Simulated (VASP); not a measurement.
# TiO2 (I4_1/amd) in VASP: a series of runs

TiO2 is run at these levels: PBEsol; tasks: single point.

Program: VASP 6.6.1. These are calculated values, not measurements. Logs are shortened: lines on timing, memory, paths and dates and some standing lists are left out, and cuts for length are marked.

## 1. The cell of the first run

It takes space group I4_1/amd (No. 141, tetragonal). Conventional cell: a = 3.707 Å, b = 3.707 Å, c = 9.320 Å, α = 90.00°, β = 90.00°, γ = 90.00°. Ti (site symmetry -4m2) has 6 O at 1.89 to 1.94 Å within 2.5 Å. Within 2.5 Å of O (site symmetry 2mm) lie 3 Ti at 1.89 to 1.94 Å and 2 O at 2.42 Å.

## 2. Single point, PBEsol

INCAR reads:

```
SYSTEM = TiO2
PREC     = Accurate       ! precision mode
ENCUT    = 520            ! plane-wave cutoff, eV
EDIFF    = 1E-6           ! SCF threshold, eV
ISMEAR   = 1              ! smearing method
SIGMA    = 0.02           ! smearing width, eV
LREAL    = .FALSE.        ! projectors in reciprocal space
LASPH    = .TRUE.         ! aspherical terms in the spheres
NELM     = 60             ! most SCF steps
ALGO     = Normal         ! electronic algorithm
ISIF     = 2              ! what is computed and relaxed
LWAVE    = .FALSE.        ! write WAVECAR
LCHARG   = .FALSE.        ! write CHGCAR
GGA      = PS             ! functional
NBANDS   = 33             ! bands
```

KPOINTS reads:

```
Automatic mesh
0
G
  8 8 8
  0 0 0
```

POSCAR reads:

```
TiO2
1.0
   -1.8534748763      1.8534748763      4.6601849950
    1.8534748763     -1.8534748763      4.6601849950
    1.8534748763      1.8534748763     -4.6601849950
Ti O
2 4
Direct
    0.0000000000      0.0000000000      0.0000000000
    0.7500000000      0.2500000000      0.5000000000
    0.2081000000      0.2081000000      0.0000000000
    0.9581000000      0.4581000000      0.5000000000
    0.5419000000      0.0419000000      0.5000000000
    0.7919000000      0.7919000000      0.0000000000
```

Potentials or basis: VASP PAW PBE potentials, release 64 (Ti_sv, O).

Command:

```console
$ cat potpaw_PBE.64/Ti_sv/POTCAR potpaw_PBE.64/O/POTCAR > POTCAR
$ mpirun -np 1 vasp_std > vasp.out
```

OUTCAR:

```text
SYSTEM = TiO2
   PREC = Accurate
   ENCUT = 520
   EDIFF = 1E-6
   ISMEAR = 1
   LREAL = .FALSE.
   LASPH = .TRUE.
   NELM = 60
   ISIF = 2
   GGA = PS

 ion  position               nearest neighbor table
   1  0.000  0.000  0.000-   5 1.89   4 1.89   5 1.89   4 1.89   3 1.94   6 1.94
   2  0.750  0.250  0.500-   6 1.89   3 1.89   6 1.89   3 1.89   4 1.94   5 1.94
   3  0.208  0.208  0.000-   2 1.89   2 1.89   1 1.94
   4  0.958  0.458  0.500-   1 1.89   1 1.89   2 1.94
   5  0.542  0.042  0.500-   1 1.89   1 1.89   2 1.94
   6  0.792  0.792  0.000-   2 1.89   2 1.89   1 1.94

  LATTYP: Found a body centered tetragonal cell.
 ALAT       =     3.7069497526
 C/A-ratio  =     2.5142962846

  Lattice vectors:

 A1 = (  -1.8534748763,   1.8534748763,   4.6601849950)
 A2 = (   1.8534748763,  -1.8534748763,   4.6601849950)
 A3 = (   1.8534748763,   1.8534748763,  -4.6601849950)

Analysis of symmetry for initial positions (statically):
=====================================================================
 Subroutine PRICEL returns:
 Original cell was already a primitive cell.

 Routine SETGRP: Setting up the symmetry group for a
 body centered tetragonal supercell.

 Subroutine GETGRP returns: Found 16 space group operations
 (whereof  8 operations were pure point group operations)
 out of a pool of 16 trial point group operations.

The static configuration has the point symmetry D_2d.
 The point group associated with its full space group is D_4h.

Analysis of symmetry for dynamics (positions and initial velocities):
=====================================================================
 Subroutine PRICEL returns:
 Original cell was already a primitive cell.

 Routine SETGRP: Setting up the symmetry group for a
 body centered tetragonal supercell.

 Subroutine GETGRP returns: Found 16 space group operations
 (whereof  8 operations were pure point group operations)
 out of a pool of 16 trial point group operations.

The dynamic configuration has the point symmetry D_2d.
 The point group associated with its full space group is D_4h.

 Subroutine INISYM returns: Found 16 space group operations
 (whereof  8 operations are pure point group operations),
 and found     1 'primitive' translations

----------------------------------------------------------------------------------------

                                     Primitive cell

  volume of cell :      64.0378

  direct lattice vectors                    reciprocal lattice vectors
[... 98 lines left out ...]
   NSW    =      0    number of steps for IOM
   IBRION =     -1    ionic relax: 0-MD 1-quasi-New 2-CG
   NFREE  =      0    steps in history (QN), initial steepest desc. (CG)
   ISIF   =      2    stress and relaxation
   ISYM   =      2    0-nonsym 1-usesym 2-fastsym
   POTIM  = 0.5000    time-step for ionic-motion
   TEBEG  =    0.0;   TEEND  =   0.0 temperature during run
   PSTRESS=    0.0 pullay stress
   NELECT =      48.0000    total number of electrons
   NUPDOWN=      -1.0000    fix difference up-down
   EMIN   =  10.00;   EMAX   =-10.00  energy-range for DOS
   EFERMI =   0.00;   METHOD = LEGACY
   ISMEAR =     1;   SIGMA  =   0.02  broadening in eV -4-tet -1-fermi 0-gaus
   EFERMI_NEDOS =   21; number of points for ismear=-14 and -15
   IALGO  =     38    algorithm
   IMIX   =      4    mixing-type and parameters
     AMIX     =   0.40;   BMIX     =  1.00
     AMIX_MAG =   1.60;   BMIX_MAG =  1.00
  volume/ion in A,a.u.               =      10.67        72.02
  Fermi-wavevector in a.u.,A,eV,Ry     =   1.487110  2.810230 30.089227  2.211496
  Thomas-Fermi vector in A             =   2.600312
   LORBIT       =      0    0 simple, 1 ext, 2 COOP (PROOUT), +10 PAW based schemes
   GGA     = PS    functional components
   LHFCALC =     F    Hartree Fock is set to
   AEXX    =    0.0000 exact exchange contribution
   IVDW    =     0    specifies the selected vdW correction
   LEPSILON=     F    determine dielectric tensor
   LRPA    =     F    only Hartree local field effects (RPA)
 non-spin polarized calculation
 Methfessel and Paxton  Order N= 1 SIGMA  =   0.02
  energy-cutoff  :      520.00
  volume of cell :       64.04
 maximum number of plane-waves:      1740
   NGX = 19   NGY = 19   NGZ = 19

 number of electron      48.0000003 magnetization

 Free energy of the ion-electron system (eV)
  ---------------------------------------------------
  ext. energy  EPLUGINS =         0.00000000
  ---------------------------------------------------
  free energy    TOTEN  =       -56.03349189 eV

  energy without entropy =      -56.03349189  energy(sigma->0) =      -56.03349189

 E-fermi :   4.0007     XC(G=0): -11.3431

 val. band max:        3.8145871569   @ k =   0.5000   0.5000   0.0000
 cond. band min:       6.0384273478   @ k =   0.0000   0.0000   0.0000
 fundamental gap:      2.2238401909
 Fermi energy:         4.0006840657

 k-point     1 :       0.0000    0.0000    0.0000
  band No.  band energies     occupation
      1     -52.0262      2.00000
      2     -51.9423      2.00000
      3     -28.7224      2.00000
      4     -28.4099      2.00000
      5     -28.4099      2.00000
      6     -28.3161      2.00000
[... 853 lines left out ...]
     32      11.1206      0.00000
     33      11.7304      0.00000

 [... further k-points ...]

------------------------ aborting loop because EDIFF is reached ----------------------------------------

  FORCE on cell =-STRESS in cart. coord.  units (eV):
  Direction    XX          YY          ZZ          XY          YZ          ZX
  --------------------------------------------------------------------------------------
  -------------------------------------------------------------------------------------
  Total        5.7676613      5.7676613      6.5618157      0.0000000      0.0000000      0.0000000
  in kB      144.3024726    144.3024726    164.1716102      0.0000000      0.0000000      0.0000000
  external PRESSURE =     150.9255185 kB  Pullay stress =       0.0000000 kB

 VOLUME and BASIS-vectors are now :
 -----------------------------------------------------------------------------
  energy-cutoff  :      520.00
  volume of cell :       64.04
      direct lattice vectors                 reciprocal lattice vectors
    -1.853474876  1.853474876  4.660184995     0.000000000  0.269763570  0.107291878
     1.853474876 -1.853474876  4.660184995     0.269763570  0.000000000  0.107291878
     1.853474876  1.853474876 -4.660184995     0.269763570  0.269763570  0.000000000

 POSITION                                       TOTAL-FORCE (eV/Angst)
 -----------------------------------------------------------------------------------
      0.00000      0.00000      0.00000        -0.000000     -0.000000     -0.000000
      0.00000      1.85347      2.33009        -0.000000     -0.000000     -0.000000
      0.00000      0.00000      1.93957        -0.000000     -0.000000      0.413828
      0.00000      1.85347      4.26966        -0.000000     -0.000000      0.413828
      0.00000      1.85347      0.39052         0.000000      0.000000     -0.413828
      0.00000      0.00000      7.38080         0.000000      0.000000     -0.413828
 -----------------------------------------------------------------------------------
    total drift:                                0.000000      0.000000     -0.000000

  FREE ENERGIE OF THE ION-ELECTRON SYSTEM (eV)
  ---------------------------------------------------
  free  energy   TOTEN  =       -56.0334918901 eV

  energy  without entropy=      -56.0334918901  energy(sigma->0) =      -56.03349189
```

stdout:

```text
POSCAR found type information on POSCAR TiO
 POSCAR found :  2 types and       6 ions
 scaLAPACK will be used
 -----------------------------------------------------------------------------
|                                                                             |
|                                                                             |
|     You enforced a specific xc type in the INCAR file but a different       |
|     I HOPE YOU KNOW WHAT YOU ARE DOING!                                     |
|                                                                             |
 -----------------------------------------------------------------------------

 LDA part: xc-table for (Slater+PW92), standard interpolation
 POSCAR, INCAR and KPOINTS ok, starting setup
 FFT: planning ... GRIDC
 FFT: planning ... GRID_SOFT
 FFT: planning ... GRID
 WAVECAR not read
 entering main loop
```

Run time: 5.1 min. Hardware: 1 thread of Intel Xeon 8259CL, shared host; peak memory 0.29 GiB.

What came out:

```yaml
Free_energy: -56.0335 eV
Pressure: 15.1 GPa
Largest_force: 0.414 eV/Å
Band_gap_on_the_k_mesh: 2.22 eV (least direct gap 2.52 eV)
```

Forces on the atoms (eV/Å):
```
Ti   0.000  0.000  0.000
Ti   0.000  0.000  0.000
O    0.000  0.000  0.414
O    0.000  0.000  0.414
O    0.000  0.000 -0.414
O    0.000  0.000 -0.414
```

Caveat: the cell stands under pressure; the PAW data sets were made with another functional, which shifts forces and pressure a little.

## 3. Single point, PBEsol

This run uses another cell than the first one, of 10.90 Å³/atom.

INCAR reads:

```
SYSTEM = TiO2
PREC = Accurate ; ENCUT = 520
EDIFF = 1E-7 ; ISMEAR = 1
SIGMA = 0.02 ; LREAL = .FALSE.
LASPH = .TRUE. ; NELM = 80
ALGO = Normal ; ISIF = 2
LWAVE = .FALSE. ; LCHARG = .FALSE.
GGA = PS ; NBANDS = 33
```

KPOINTS is that of step 2.

POSCAR, as its differences from that of step 2:

```diff
@@ -2,5 +2,5 @@
 1.0
-   -1.8534748763      1.8534748763      4.6601849950
-    1.8534748763     -1.8534748763      4.6601849950
-    1.8534748763      1.8534748763     -4.6601849950
+   -1.8665279463      1.8665279463      4.6930042805
+    1.8665279463     -1.8665279463      4.6930042805
+    1.8665279463      1.8665279463     -4.6930042805
 Ti O
```

Potentials or basis: VASP PAW PBE potentials, release 64 (Ti_sv, O).

Command:

```console
$ cat potpaw_PBE.64/Ti_sv/POTCAR potpaw_PBE.64/O/POTCAR > POTCAR
$ mpirun -np 1 vasp_std > vasp.out
```

Wall time 4.9 min (1 thread of Intel Xeon 8259CL, shared host); peak memory 0.3 GiB.

The run converged. Its results:

```yaml
Free_energy: -56.1393 eV
Pressure: 9.4 GPa
Largest_force: 0.270 eV/Å
Band_gap_on_the_k_mesh: 2.18 eV (least direct gap 2.48 eV)
```

Forces on the atoms (eV/Å):
```
Ti   0.000  0.000  0.000
Ti   0.000  0.000  0.000
O    0.000  0.000  0.270
O    0.000  0.000  0.270
O    0.000  0.000 -0.270
O    0.000  0.000 -0.270
```

Stress tensor (GPa, compression positive):
```
 8.85  0.00  0.00
 0.00  8.85  0.00
 0.00  0.00 10.47
```

Levels at points of the mesh, in eV from the valence-band top:
```tsv
k point	band 20	band 21	band 22	band 23	band 24	band 25	band 26	band 27	band 28	band 29
(0.00, 0.00, 0.00)	-0.73	-0.69	-0.69	-0.47	-0.47	2.18	3.01	4.24	4.24	4.26
(0.50, 0.00, 0.00)	-2.06	-2.02	-1.00	-0.74	-0.60	3.42	3.77	3.79	3.91	4.57
(0.50, 0.50, 0.00)	-2.74	-2.13	-2.13	0.00	0.00	3.55	3.55	4.07	4.07	5.22
(0.50, 0.50, 0.50)	-1.35	-1.24	-1.24	-0.06	-0.06	2.58	2.58	4.01	4.01	4.51
```

Caveat: the cell stands under pressure; the PAW data sets were made with another functional, which shifts forces and pressure a little. A k mesh can miss the band edges.

(Continued in part 2 of 2.)
